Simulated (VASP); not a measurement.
Au:

```
CELL_PARAMETERS angstrom
4.70672 0.00000 0.00000
-2.35336 4.07614 0.00000
0.00000 0.00000 2.72040
ATOMIC_POSITIONS crystal
Au 0.00000 0.00000 0.00000
Au 0.33333 0.66667 0.50000
Au 0.66667 0.33333 0.50000
```

This isn't the form of Au at room conditions, which is fcc.

| Property | Result |
| --- | --- |
| Program | VASP 6.6.1 |
| Task | relaxation of cell and atoms |
| Functional | PBEsol |
| Potentials or basis | VASP PAW PBE potentials, release 64 (Au) |
| Cutoff | 600 eV |
| k mesh | 12 × 12 × 16 |
| Occupations | gaussian, width 0.1 eV |
| Spin | no spin polarisation |

At the start: pressure -0.3 GPa; volume 17.40 Å³/atom.

Question: Where does the relaxation end?

Answer: Over 3 steps the energy falls by 5.4 meV/atom and the volume is 17.33 Å³/atom (-0.4 %); space group P6/mmm (No. 191, to 0.1 Å) before and after.

The path:
```tsv
step	energy change (eV)	largest force (eV/Å)	pressure (GPa)	volume (Å³)
1	0.0000	0.0000	-0.27	52.19
2	-0.0157	0.0000	0.14	51.95
3	-0.0163	0.0000	0.02	52.00
```

Final structure:
```yaml
crystal:
  lattice:
    - [4.66086, 0.00000, 0.00000]
    - [-2.33043, 4.03642, 0.00000]
    - [0.00000, 0.00000, 2.76382]
  atoms:
    - { symbol: Au, position: [0.00000, 0.00000, 0.00000] }
    - { symbol: Au, position: [0.33333, 0.66667, 0.50000] }
    - { symbol: Au, position: [0.66667, 0.33333, 0.50000] }
```

Caveat: the PAW data sets were made with another functional, which shifts forces and pressure a little.
